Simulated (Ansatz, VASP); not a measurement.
## BAs in VASP and in Ansatz

The input INCAR:

```
ALGO = Normal
EDIFF = 1E-7
ENCUT = 520
GGA = PS
ISIF = 2
ISMEAR = 0
LASPH = True
LCHARG = False
LREAL = False
LWAVE = False
NBANDS = 11
NELM = 80
PREC = Accurate
SIGMA = 0.05
```

KPOINTS

```
k-points
0
Gamma
  12 12 12
```

The input POSCAR:

```
BAs
1.0
    0.0000000000      2.5947391905      2.0238965686
    2.5947391905      0.0000000000      2.0238965686
    2.5947391905      2.5947391905      0.0000000000
B As
1 1
Direct
    0.0000000000      0.0000000000      0.0000000000
    0.7500000000      0.7500000000      0.7500000000
```

Input for Ansatz:

```yaml
crystal:
  lattice:
    - [0.0, 2.5947391905, 2.0238965686]
    - [2.5947391905, 0.0, 2.0238965686]
    - [2.5947391905, 2.5947391905, 0.0]
  atoms:
    - { symbol: B, position: [0.0, 0.0, 0.0] }
    - { symbol: As, position: [0.75, 0.75, 0.75] }
basis:
  ecutwfc: 420
kpoints:
  mp_grid: { grid: [12, 12, 12] }
hamiltonian:
  xc: pbesol
scf:
  occupations: { method: gaussian, width: 0.05 }
output:
  forces: true
  stress: true
  eigenvalues: true
```

Alike in both runs: task single point; functional PBEsol; k mesh 12 × 12 × 12; occupations gaussian, width 0.05 eV; no spin polarisation.

|  | VASP | Ansatz |
| --- | --- | --- |
| version | VASP 6.6.1 | Ansatz 0.2.0 |
| potentials or method | VASP PAW PBE potentials, release 64 (B, As), cutoff 520 eV | scalar-relativistic, plane waves, PAW |
| valence electrons in the cell | 8 | 18 |

```tsv
	VASP	Ansatz	Ansatz less VASP
gap on the k mesh at the Fermi level (eV)	none	none	-
pressure (GPa)	-1.8	-2.6	-0.75
traceless stress, the component that is largest in VASP (GPa)	18.09	18.30	+0.212
```

VASP's potentials were made for PBE, not for PBEsol. A gap of «none» marks a metal or a gap that the smearing closes. VASP's potentials hold 8 valence electrons a cell and Ansatz's 18, so a difference there can come from the potentials and not from the codes.
